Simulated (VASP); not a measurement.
Set up this calculation in VASP 6.6.1, as the native input.

- Task: single point
- Functional: LDA
- Potentials or basis: VASP PAW LDA potentials, release 64 (Mn_pv, O)
- Cutoff: 520 eV
- k mesh: 11 × 11 × 3
- Occupations: fermi-dirac, width 0.05 eV
- Spin: collinear spin, ferromagnetic start
- Starting moments: [4.0, 4.0, 0.0, 0.0, 0.0, 0.0] μB
- Dipole correction: no
- Further INCAR settings: ALGO = Normal; EDIFF = 1e-06; NBANDS = 38

The structure of MnO2 lies in POSCAR:

```
MnO2
1.0
    2.8549554371      0.0000000000      0.0000000000
   -1.4274777185      2.4724639352      0.0000000000
    0.0000000000      0.0000000000     10.2217427273
Mn O
2 4
Direct
    0.0000000000      0.0000000000      0.5000000000
    0.0000000000      0.0000000000      0.0000000000
    0.6666666667      0.3333333333      0.4068564500
    0.6666666667      0.3333333333      0.0931435500
    0.3333333333      0.6666666667      0.5931435500
    0.3333333333      0.6666666667      0.9068564500
```

These files were run (other wordings do the same):

INCAR

```
  PREC = Accurate
  ENCUT = 520
  EDIFF = 1E-6
  ISMEAR = -1
  SIGMA = 0.05
  LREAL = False
  LASPH = True
  NELM = 150
  ALGO = Normal
  ISIF = 2
  LWAVE = False
  LCHARG = True
  ISPIN = 2
  MAGMOM = 4 4 0 0 0 0
  LORBIT = 11
  LMAXMIX = 4
  LELF = True
  LVHAR = True
  NBANDS = 38
```

KPOINTS

```
Automatic mesh
0
Gamma
  11 11 3
```

Potentials or basis: VASP PAW LDA potentials, release 64 (Mn_pv, O).

The run is started by

```console
$ cat potpaw_LDA.64/Mn_pv/POTCAR potpaw_LDA.64/O/POTCAR > POTCAR
$ mpirun -np 1 vasp_std > vasp.out
```

Results of the run:

The pressure is -7.4 GPa and the largest force is 0.517 eV/Å. The band gap on the k mesh is 0.38 eV (least direct gap 0.40 eV). The net moment is 6.00 μB per cell. The site moments are Mn +2.78; O +0.06 μB and the valence electrons inside the program's atomic spheres are Mn 11.78; O 4.96.

Caveat: the cell stands under tension; an odd mesh through Γ misses points on the zone boundary, where band edges can lie; only a ferromagnetic start was run, and an antiferromagnetic order may lie lower in energy.

It took 68 s on 1 thread of Intel(R) Xeon(R) 6975P-C (Granite Rapids), on a shared host, peak memory 0.25 GiB.
